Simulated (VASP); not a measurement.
Here is a VASP 6.6.1 calculation.

File INCAR:

```
PREC = Accurate
ENCUT = 520
EDIFF = 1E-7
ISMEAR = 1
SIGMA = 0.1
LREAL = F
LASPH = T
NELM = 100
ALGO = Normal
ISIF = 2
LWAVE = F
LCHARG = T
GGA = CA
LELF = T
LVHAR = T
NBANDS = 18
```

Contents of KPOINTS:

```
regular mesh
0
Gamma
  13 13 13
```

POSCAR

```
Si2W
1.0
   -1.6486562092      1.6486562092      4.0166821995
    1.6486562092     -1.6486562092      4.0166821995
    1.6486562092      1.6486562092     -4.0166821995
Si W
2 1
Direct
    0.3347000000      0.3347000000      0.0000000000
    0.6653000000      0.6653000000      0.0000000000
    0.0000000000      0.0000000000      0.0000000000
```

Potentials or basis: VASP PAW LDA potentials, release 64 (Si, W_sv).

Command:

```console
$ cat potpaw_LDA.64/Si/POTCAR potpaw_LDA.64/W_sv/POTCAR > POTCAR
$ mpirun -np 1 vasp_std > vasp.out
```

Question: What does it give for the band gap on the k mesh?

Answer: Zero (bands 11 and 12 overlap by 1.07 eV).

Question: What does it give for the pressure?

Answer: -19.2 GPa.

Question: Predict the largest force.

Answer: 0.231 eV/Å.

Forces on the atoms (eV/Å):
```
Si   0.000  0.000  0.231
Si   0.000  0.000 -0.231
W    0.000  0.000  0.000
```

Caveat: the cell stands under tension; spin-orbit coupling is left out, which moves the levels of the heavy elements.
